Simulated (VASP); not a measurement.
C:

```
CELL_PARAMETERS angstrom
1.69430 -2.86618 0.00000
1.69430 2.86618 0.00000
-0.21363 0.00000 1.26852
ATOMIC_POSITIONS crystal
C 0.50000 0.50000 0.50000
```

The cell was generated, and may not be a known phase.

| Item | Value |
| --- | --- |
| Program | VASP 6.6.1 |
| Task | relaxation of cell and atoms |
| Functional | PBE |
| Potentials or basis | VASP PAW PBE potentials, release 64 (C_h) |
| Cutoff | 910 eV |
| k mesh | 20 × 20 × 42 |
| Occupations | gaussian, width 0.1 eV |
| Spin | no spin polarisation |

At the start: pressure 0.2 GPa; volume 12.32 Å³/atom.

Q: How do energy, volume and symmetry change on relaxing?

A: Over 15 steps the energy falls by 23.6 meV/atom and the volume is 14.87 Å³/atom (+20.7 %); space group C2/m (No. 12, to 0.1 Å) before and after.

The path:
| step | energy change (eV) | largest force (eV/Å) | pressure (GPa) | volume (Å³) |
| --- | --- | --- | --- | --- |
| 1 | 0.0000 | 0.0000 | 0.20 | 12.32 |
| 2 | 0.0187 | 0.0000 | 13.06 | 12.34 |
| 3 | -0.0023 | 0.0000 | 3.25 | 12.33 |
| 4 | -0.0092 | 0.0000 | 2.23 | 12.72 |
| 5 | -0.0206 | 0.0000 | -0.26 | 13.94 |
| 6 | -0.0146 | 0.0000 | -4.04 | 16.56 |
| 7 | -0.0225 | 0.0000 | -1.48 | 14.71 |
| 8 | -0.0216 | 0.0000 | 2.55 | 14.99 |
| 9 | -0.0236 | 0.0000 | 0.25 | 14.83 |
| 10 | -0.0236 | 0.0000 | 0.27 | 14.83 |
| 11 | -0.0236 | 0.0000 | -0.19 | 14.85 |
| 12 | -0.0236 | 0.0000 | 0.07 | 14.84 |
| 13 | -0.0236 | 0.0000 | 0.07 | 14.84 |
| 14 | -0.0236 | 0.0000 | 0.06 | 14.85 |
| 15 | -0.0236 | 0.0000 | 0.05 | 14.87 |

Final structure:
```cif
data_structure
_symmetry_space_group_name_H-M 'P 1'
_symmetry_Int_Tables_number 1
_cell_length_a 3.6660
_cell_length_b 3.6660
_cell_length_c 1.2813
_cell_angle_alpha 94.388
_cell_angle_beta 94.388
_cell_angle_gamma 119.121
_cell_volume 14.87
loop_
_atom_site_label
_atom_site_type_symbol
_atom_site_fract_x
_atom_site_fract_y
_atom_site_fract_z
_atom_site_occupancy
C1 C 0.50000 0.50000 0.50000 1
```

Caveat: the volume moved by over 15 % at a fixed basis, so the end points are rough.
